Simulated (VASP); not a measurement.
# Mg24H49 (a cell with a defect) in VASP: single point with HSE06

Aim: the single point of Mg24H49 (a cell with a defect) with HSE06.

All numbers are computed with VASP 6.6.1; they aren't measurements. Logs are shortened: lines on timing, memory, paths and dates and some standing lists are left out, and cuts for length are marked.

**1. The cell of the first run**

The cell holds a defect, 73 atoms: a = 9.124 Å, b = 9.124 Å, c = 9.062 Å, α = 90.00°, β = 90.00°, γ = 90.00°.

**2. Single point, HSE06**

POSCAR

```
Mg24H49
1.0
    9.1236000000      0.0000000000      0.0000000000
    0.0000000000      9.1236000000      0.0000000000
    0.0000000000      0.0000000000      9.0615000000
H Mg
49 24
Direct
    0.2490864180     -0.0001233435      0.1619517859
    0.1010456658      0.8986185791      0.1648088156
    0.4036523750      0.0947201826      0.1643316212
    0.1505573488      0.1537588519      0.0050592242
    0.1526410592      0.1500993765      0.3345231072
    0.3461431481      0.8474080637      0.0025933923
    0.3458105793      0.8474697844      0.3313952229
    0.5986389004      0.9018627533      0.1683684009
    0.8984549264      0.1012449596      0.1699060410
    0.0967141560      0.9038901306      0.5001058778
    0.0956324383      0.9027422711      0.8355412777
    0.4017146006      0.0966264886      0.4998356326
    0.4035002747      0.1002523570      0.8319325039
    0.1536644641      0.6530237516     -0.0041022179
    0.1516308091      0.6522599196      0.3332459929
    0.3481646377      0.3429773729      0.0001020924
    0.3459644557      0.3442945810      0.3344905257
    0.0972807276      0.4043578456      0.1694216508
    0.4016646208      0.5944149729      0.1696843501
    0.6552197480      0.1515372302      0.0007744601
    0.6533870955      0.1537913421      0.3337840456
    0.8505336430      0.8436401892      0.0022972443
    0.8482840391      0.8469740141      0.3359234784
    0.5923125473      0.9050961912      0.5008521283
    0.5949660391      0.9034993896      0.8326621686
    0.9082172692      0.1014732643      0.5009726643
    0.9009733113      0.0961710869      0.8326158999
    0.1513219003      0.1505721709      0.6653623114
    0.3468445822      0.8463169300      0.6651247841
    0.5954137601      0.4081408594      0.1634151703
    0.9003109393      0.5983978620      0.1659524835
    0.0983790734      0.4043018962      0.5027867652
    0.0990983950      0.4003715595      0.8357813646
    0.3986810936      0.5971991751      0.4989004598
    0.4002246042      0.5987470023      0.8329288571
    0.6519980816      0.6491595081     -0.0045967046
    0.6597395861      0.6546782417      0.3372898336
    0.8465095525      0.3489761475      0.0015392954
    0.8487685931      0.3474580220      0.3328295557
    0.1481967934      0.6533502401      0.6683751775
    0.3466510191      0.3455297504      0.6675418455
    0.5967603217      0.4012484182      0.5025371088
    0.6003777175      0.4032133990      0.8323307855
    0.9036775609      0.5992682700      0.5013918710
    0.8993640551      0.5967090254      0.8341259876
    0.6516150128      0.1522252440      0.6699805516
    0.8493562611      0.8450669701      0.6681326997
    0.6541609533      0.6502233620      0.6664271582
    0.8433936977      0.3481744686      0.6659698909
    0.2496570780      0.2505624325      0.1644842961
    0.2492572626      0.7494822569      0.1652592761
   -0.0026033853     -0.0031154747     -0.0003387854
   -0.0005898044      0.0048914174      0.3279594569
    0.5002471097      0.0008120578      0.0030009024
    0.5011001298     -0.0018506153      0.3333333515
    0.2516118190      0.2485679989      0.5018594190
    0.2491636712      0.2501457517      0.8309082592
    0.2534733812      0.7441701752      0.4997981512
    0.2515237836      0.7455424031      0.8329151448
    0.0022356410     -0.0032497380      0.6685345989
    0.5010915431      0.0002773120      0.6635351563
    0.7454631675      0.2513375073      0.1676013870
    0.7524505387      0.7493988292      0.1705110935
   -0.0009809743      0.4972479565      0.0020706587
   -0.0010266699      0.4972495061      0.3336088333
    0.5016583413      0.5005292640      0.0010978881
    0.5090067356      0.5017999932      0.3367141396
    0.7513639800      0.2521061466      0.5016738296
    0.7475134410      0.2484492505      0.8306374647
    0.7539556242      0.7503954794      0.5012209111
    0.7522645207      0.7492787881      0.8307929052
   -0.0029593628      0.4984695274      0.6671962759
    0.4987878701      0.5006565979      0.6678864762
```

INCAR.step1

```
SYSTEM = Mg24H49
  PREC = Accurate
  ENCUT = 520
  EDIFF = 1E-5
  ISMEAR = 0
  SIGMA = 0.01
  LREAL = Auto
  LASPH = .TRUE.
  NELM = 120
  ALGO = Normal
  ISIF = 2
  LWAVE = .TRUE.
  LCHARG = .FALSE.
  GGA = PE
  NELECT = 96.0
  ISYM = 0
  NBANDS = 90
  GGA_COMPAT = .FALSE.
```

INCAR.step2

```
SYSTEM = Mg24H49
  PREC = Accurate
  ENCUT = 520
  EDIFF = 1E-6
  ISMEAR = 0
  SIGMA = 0.01
  LREAL = Auto
  LASPH = .TRUE.
  NELM = 120
  ALGO = Normal
  ISIF = 2
  LWAVE = .FALSE.
  LCHARG = .FALSE.
  GGA = PE
  LHFCALC = .TRUE.
  HFSCREEN = 0.2079
  PRECFOCK = Fast
  ISTART = 1
  NELECT = 96.0
  ISYM = 0
  NBANDS = 90
  GGA_COMPAT = .FALSE.
```

KPOINTS

```
Automatic mesh
0
G
  1 1 1
  0 0 0
```

Potentials or basis: VASP PAW PBE potentials, release 64 (H, Mg).

Started as:

```
> cat potpaw_PBE.64/H/POTCAR potpaw_PBE.64/Mg/POTCAR > POTCAR
> cp INCAR.step1 INCAR
> mpirun -np 1 vasp_gam > vasp.out
> cp INCAR.step2 INCAR
> mpirun -np 1 vasp_gam > vasp.out
```

OUTCAR:

```text
SYSTEM = Mg24H49
   PREC = Accurate
   ENCUT = 520
   EDIFF = 1E-6
   ISMEAR = 0
   LREAL = Auto
   LASPH = .TRUE.
   NELM = 120
   ISIF = 2
   GGA = PE
   LHFCALC = .TRUE.
   HFSCREEN = 0.2079
   PRECFOCK = Fast
   ISTART = 1
   NELECT = 96.0
   ISYM = 0

 ion  position               nearest neighbor table
   1  0.249  1.000  0.162-
   2  0.101  0.899  0.165-  51 1.92  52 1.98  53 2.00
   3  0.404  0.095  0.164-  54 1.91  55 1.98  50 2.00
   4  0.151  0.154  0.005-  50 1.92  52 2.00  57 2.02
   5  0.153  0.150  0.335-  53 1.93  56 1.98  50 2.00
   6  0.346  0.847  0.003-  51 1.94  54 1.98  59 1.99
   7  0.346  0.847  0.331-  51 1.96  55 1.97  58 1.98
[... 40 lines left out ...]
  48  0.654  0.650  0.666-  71 1.96  73 1.97  70 1.98
  49  0.843  0.348  0.666-  68 1.92  69 1.95  72 1.96
  50  0.250  0.251  0.164-   4 1.92  16 1.93  17 1.97  18 1.98   3 2.00   5 2.00  57 3.02  56 3.06
                            53 3.53  64 3.53  54 3.54  65 3.56  66 3.56  52 3.59  55 3.59  67 3.65
  51  0.249  0.749  0.165-   2 1.92   6 1.94   7 1.96  14 1.97  15 1.97  19 1.98  59 3.01  58 3.03
                            52 3.55  54 3.56  66 3.56  64 3.56  55 3.57  53 3.58  65 3.58  67 3.62
  52  0.997  0.997  1.000-  22 1.94  11 1.94  27 1.97   2 1.98   4 2.00   9 2.03  53 2.98  60 3.00
                            71 3.53  63 3.53  51 3.55  69 3.58  50 3.59  59 3.59  57 3.60  62 3.60
  53  0.999  0.005  0.328-   9 1.92   5 1.93  26 1.98  23 2.00   2 2.00  10 2.02  52 2.98  60 3.09
                            50 3.53  62 3.54  63 3.54  68 3.56  56 3.57  51 3.58  70 3.59
  54  0.500  0.001  0.003-   3 1.91   8 1.97  20 1.97  25 1.98   6 1.98  13 2.00  55 2.99  61 3.08
                            62 3.53  50 3.54  69 3.55  51 3.56  57 3.59  63 3.59  59 3.60  71 3.60
  55  0.501  0.998  0.333-  24 1.93   8 1.95   7 1.97  12 1.98   3 1.98  21 1.99  61 2.99  54 2.99
                            62 3.54  63 3.55  56 3.57  70 3.57  51 3.57  58 3.57  50 3.59  68 3.59
  56  0.252  0.249  0.502-  41 1.95  12 1.95  17 1.95  28 1.96   5 1.98  32 1.99  57 2.98  50 3.06
                            61 3.53  73 3.56  53 3.57  55 3.57  60 3.57  65 3.58  72 3.58  67 3.62
  57  0.249  0.250  0.831-  41 1.93  33 1.94  13 1.96  28 1.97  16 1.97   4 2.02  56 2.98  50 3.02
                            60 3.55  73 3.55  72 3.55  64 3.56  61 3.57  54 3.59  66 3.59  52 3.60
  58  0.253  0.744  0.500-  34 1.89  29 1.96  15 1.96   7 1.98  40 1.99  10 2.04  59 3.02  51 3.03
                            73 3.50  67 3.54  65 3.57  55 3.57  61 3.57  72 3.58  60 3.59
  59  0.252  0.746  0.833-  35 1.91  14 1.92  40 1.95  29 1.98   6 1.99  11 2.02  51 3.01  58 3.02
                            73 3.51  66 3.54  60 3.56  72 3.57  64 3.58  52 3.59  61 3.60  54 3.60
  60  0.002  0.997  0.669-  11 1.94  10 1.95  28 1.95  47 1.96  27 1.97  26 1.99  52 3.00  53 3.09
                            71 3.53  70 3.53  57 3.55  59 3.56  56 3.57  69 3.58  58 3.59  68 3.60
  61  0.501  0.000  0.664-  24 1.90  12 1.95  46 1.95  25 1.97  13 1.99  29 1.99  55 2.99  54 3.08
                            56 3.53  69 3.53  68 3.56  70 3.56  58 3.57  57 3.57  71 3.58  59 3.60
  62  0.745  0.251  0.168-  21 1.94  20 1.95   9 1.96  39 1.97  38 1.98  30 1.98  68 3.03  69 3.05
                            67 3.50  66 3.52  54 3.53  53 3.54  55 3.54  64 3.55  65 3.56  52 3.60
  63  0.752  0.749  0.171-  31 1.93  37 1.94  23 1.95  22 1.97   8 1.98  36 2.05  70 3.00  71 3.08
                            67 3.51  52 3.53  65 3.54  53 3.54  55 3.55  64 3.56  66 3.57  54 3.59
  64  0.999  0.497  0.002-  38 1.94  18 1.95  31 1.97  33 1.97  45 1.99  14 2.00  65 3.00  72 3.03
                            50 3.53  62 3.55  63 3.56  51 3.56  57 3.56  71 3.57  59 3.58  69 3.58
  65  0.999  0.497  0.334-  18 1.93  39 1.94  32 1.97  44 1.98  15 1.98  31 1.99  64 3.00  72 3.02
                            68 3.52  63 3.54  70 3.56  50 3.56  62 3.56  58 3.57  56 3.58  51 3.58
  66  0.502  0.501  0.001-  30 1.90  36 1.93  19 1.97  43 1.98  35 2.00  16 2.01  73 3.02  67 3.04
                            62 3.52  59 3.54  51 3.56  50 3.56  69 3.56  63 3.57  71 3.57  57 3.59
  67  0.509  0.502  0.337-  42 1.93  30 1.95  37 1.96  34 1.98  19 1.99  17 2.07  73 3.00  66 3.04
                            62 3.50  63 3.51  68 3.51  70 3.52  58 3.54  56 3.62  51 3.62  50 3.65
  68  0.751  0.252  0.502-  49 1.92  42 1.96  39 1.97  21 1.98  26 1.98  46 2.00  69 2.98  62 3.03
                            67 3.51  72 3.51  65 3.52  61 3.56  53 3.56  73 3.57  55 3.59  60 3.60
  69  0.748  0.248  0.831-  46 1.91  43 1.95  49 1.95  20 1.97  27 1.97  38 2.01  68 2.98  62 3.05
                            61 3.53  72 3.55  73 3.55  54 3.55  66 3.56  52 3.58  64 3.58  60 3.58
  70  0.754  0.750  0.501-  37 1.93  23 1.94  44 1.94  47 1.95  48 1.98  24 2.04  71 2.99  63 3.00
                            67 3.52  72 3.53  60 3.53  65 3.56  61 3.56  55 3.57  53 3.59  73 3.59
[... 224 lines left out ...]
   EDIFFG = 0.1E-04   stopping-criterion for IOM
   NSW    =      0    number of steps for IOM
   IBRION =     -1    ionic relax: 0-MD 1-quasi-New 2-CG
   NFREE  =      0    steps in history (QN), initial steepest desc. (CG)
   ISIF   =      2    stress and relaxation
   ISYM   =      0    0-nonsym 1-usesym 2-fastsym
   POTIM  = 0.5000    time-step for ionic-motion
   TEBEG  =    0.0;   TEEND  =   0.0 temperature during run
   PSTRESS=    0.0 pullay stress
   NELECT =      96.0000    total number of electrons
   NUPDOWN=      -1.0000    fix difference up-down
   EMIN   =  10.00;   EMAX   =-10.00  energy-range for DOS
   EFERMI =   0.00;   METHOD = LEGACY
   ISMEAR =     0;   SIGMA  =   0.01  broadening in eV -4-tet -1-fermi 0-gaus
   EFERMI_NEDOS =   21; number of points for ismear=-14 and -15
   IALGO  =     38    algorithm
   IMIX   =      1    mixing-type and parameters
     AMIX     =   0.40;   BMIX     =  1.00
     AMIX_MAG =   1.60;   BMIX_MAG =  1.00
  volume/ion in A,a.u.               =      10.33        69.73
  Fermi-wavevector in a.u.,A,eV,Ry     =   0.823483  1.556156  9.226430  0.678123
  Thomas-Fermi vector in A             =   1.935001
   LORBIT       =      0    0 simple, 1 ext, 2 COOP (PROOUT), +10 PAW based schemes
   GGA     = PE    functional components
   LHFCALC =     T    Hartree Fock is set to
   PRECFOCK=fast      Normal, Fast or Accurate (Low or Medium for compatibility)
   ENCUT4O =  -1.0   cutoff for four orbital integrals eV
   NKREDX  =     1    reduce k-point grid by
   NKREDY  =     1    reduce k-point grid by
   NKREDZ  =     1    reduce k-point grid by
   AEXX    =    0.2500 exact exchange contribution
   HFSCREEN=    0.2079 screening length (either q_TF or 0.3 A-1)
   HFSCREENC=   0.2079 screening length for correlation (either q_TF or 0.3 A-1)
   ENCUTFOCK=  -1.0 apply spherical cutoff to Coloumb kernel
   IVDW    =     0    specifies the selected vdW correction
   LEPSILON=     F    determine dielectric tensor
   LRPA    =     F    only Hartree local field effects (RPA)
 non-spin polarized calculation
 Gauss-broadening in eV      SIGMA  =   0.01
  energy-cutoff  :      520.00
  volume of cell :      754.28
 maximum number of plane-waves:     10139
 NGX is ok and might be reduce to    70
  NGX = 36; NGY = 36; NGZ = 36

 number of electron      96.0000001 magnetization

 Free energy of the ion-electron system (eV)
  ---------------------------------------------------
  ext. energy  EPLUGINS =         0.00000000
  ---------------------------------------------------
  free energy    TOTEN  =      -240.74922927 eV

  energy without entropy =     -240.74922927  energy(sigma->0) =     -240.74922927

 E-fermi :  -1.5784     XC(G=0):  -6.9776

 val. band max:       -1.6608669388   @ k =   0.0000   0.0000   0.0000
 cond. band min:       0.5136519727   @ k =   0.0000   0.0000   0.0000
 fundamental gap:      2.1745189115
 Fermi energy:        -1.5784183761

 k-point     1 :       0.0000    0.0000    0.0000
  band No.  band energies     occupation
      1      -8.9446      2.00000
      2      -7.6205      2.00000
      3      -6.7930      2.00000
      4      -6.5929      2.00000
      5      -6.5664      2.00000
      6      -6.5012      2.00000
[... 52 lines left out ...]
     59       4.9736      0.00000
     60       4.9929      0.00000
 [bands above 60 left out]

------------------------ aborting loop because EDIFF is reached ----------------------------------------

  FORCE on cell =-STRESS in cart. coord.  units (eV):
  Direction    XX          YY          ZZ          XY          YZ          ZX
  --------------------------------------------------------------------------------------
  -------------------------------------------------------------------------------------
  Total      -14.8804689    -12.2776412    -13.4839300     -3.0829565      0.0636303     -0.0266204
  in kB      -31.6078265    -26.0791212    -28.6414172     -6.5485540      0.1351581     -0.0565447
  external PRESSURE =     -28.7761216 kB  Pullay stress =       0.0000000 kB

 VOLUME and BASIS-vectors are now :
 -----------------------------------------------------------------------------
  energy-cutoff  :      520.00
  volume of cell :      754.28
      direct lattice vectors                 reciprocal lattice vectors
     9.123600000  0.000000000  0.000000000     0.109605857  0.000000000  0.000000000
     0.000000000  9.123600000  0.000000000     0.000000000  0.109605857  0.000000000
     0.000000000  0.000000000  9.061500000     0.000000000  0.000000000  0.110357005

 POSITION                                       TOTAL-FORCE (eV/Angst)
 -----------------------------------------------------------------------------------
      2.27256      9.12247      1.46753        -0.033873     -0.075557     -0.023702
      0.92190      8.19864      1.49342         0.993963      0.845784      0.011068
      3.68276      0.86419      1.48909        -1.296923     -0.467244      0.129891
      1.37363      1.40283      0.04584         0.063438     -0.334342      0.100042
      1.39264      1.36945      3.03128         0.176180     -0.127011     -0.367504
      3.15807      7.73141      0.02350        -0.044533      0.264087      0.160985
[... 65 lines left out ...]
      9.09660      4.54784      6.04580         0.033888      0.065239      0.075366
      4.55074      4.56779      6.05205         0.050667     -0.030264      0.037161
 -----------------------------------------------------------------------------------
    total drift:                               -0.009147     -0.006196     -0.023196

  FREE ENERGIE OF THE ION-ELECTRON SYSTEM (eV)
  ---------------------------------------------------
  free  energy   TOTEN  =      -240.7492292742 eV

  energy  without entropy=     -240.7492292742  energy(sigma->0) =     -240.74922927
```

Run time: 10 min. Hardware: 1 thread of Intel Xeon 8259CL, shared host; peak memory 0.83 GiB.

What came out:

```
Free energy   : -240.7492 eV
Largest force : 1.385 eV/Å
```

Forces on the atoms (eV/Å):
```
H   -0.034 -0.076 -0.024
H    0.994  0.846  0.011
H   -1.297 -0.467  0.130
H    0.063 -0.334  0.100
H    0.176 -0.127 -0.368
H   -0.045  0.264  0.161
H   -0.035  0.215 -0.207
H   -0.367  0.221 -0.019
H    0.508 -0.392 -0.195
H    0.102 -0.085 -0.269
H    0.158 -0.073  0.190
H   -0.004 -0.006 -0.212
H   -0.041 -0.082  0.247
H   -0.048  0.136  0.282
H    0.033  0.206 -0.158
H    0.024 -0.106  0.084
H    0.105 -0.116 -0.166
H    0.086 -0.058 -0.085
H   -0.030  0.065 -0.018
H   -0.193 -0.077  0.114
H   -0.174 -0.076 -0.066
H    0.030  0.081  0.080
H    0.144  0.170 -0.176
H    0.235 -0.202 -0.141
H    0.064 -0.052  0.108
H   -0.117 -0.014 -0.076
H    0.046 -0.021  0.103
H    0.078  0.038  0.085
H    0.004  0.022  0.051
H    0.151 -0.230  0.218
H    0.142 -0.070  0.068
H    0.027 -0.101 -0.097
H   -0.082  0.038 -0.004
H    0.235 -0.155 -0.008
H    0.115 -0.127  0.078
H    0.114  0.240  0.211
H   -0.182 -0.073 -0.087
H   -0.078 -0.152  0.001
H   -0.125 -0.061 -0.016
H    0.067  0.011 -0.034
H    0.078  0.067 -0.029
H   -0.025  0.034 -0.072
H   -0.164  0.036  0.063
H    0.029 -0.075 -0.090
H    0.162 -0.105  0.034
H   -0.019 -0.014 -0.198
H    0.018  0.091 -0.041
H   -0.037  0.063 -0.067
H    0.084  0.029  0.049
Mg  -0.348  0.998  0.291
Mg   0.498 -1.182  0.130
Mg  -0.455  0.405 -0.700
Mg  -0.408  0.087  1.195
Mg   0.491 -0.326 -1.090
Mg   0.328 -0.177  0.751
Mg  -0.087  0.117  0.092
Mg   0.033 -0.008 -0.102
Mg  -0.367  0.200  0.218
Mg  -0.135  0.137 -0.329
Mg  -0.085  0.122 -0.232
Mg  -0.090 -0.032  0.301
Mg   0.085  0.330 -0.106
Mg  -0.032 -0.244 -0.292
Mg  -0.127  0.074 -0.172
Mg  -0.036  0.139  0.157
Mg  -0.037  0.055 -0.188
Mg  -0.243 -0.023 -0.112
Mg   0.068 -0.128  0.015
Mg   0.133  0.111  0.181
Mg  -0.063  0.019  0.181
Mg  -0.188 -0.056  0.152
Mg   0.034  0.065  0.075
Mg   0.051 -0.030  0.037
```

Caveat: the k points lie up to 0.69 Å⁻¹ apart; the cell carries a net charge on a neutralising background, which shifts energy and pressure; the cell is charged against a uniform background, so pressure and absolute levels hang on convention; the PAW data sets were made with another functional, which shifts forces and pressure a little.
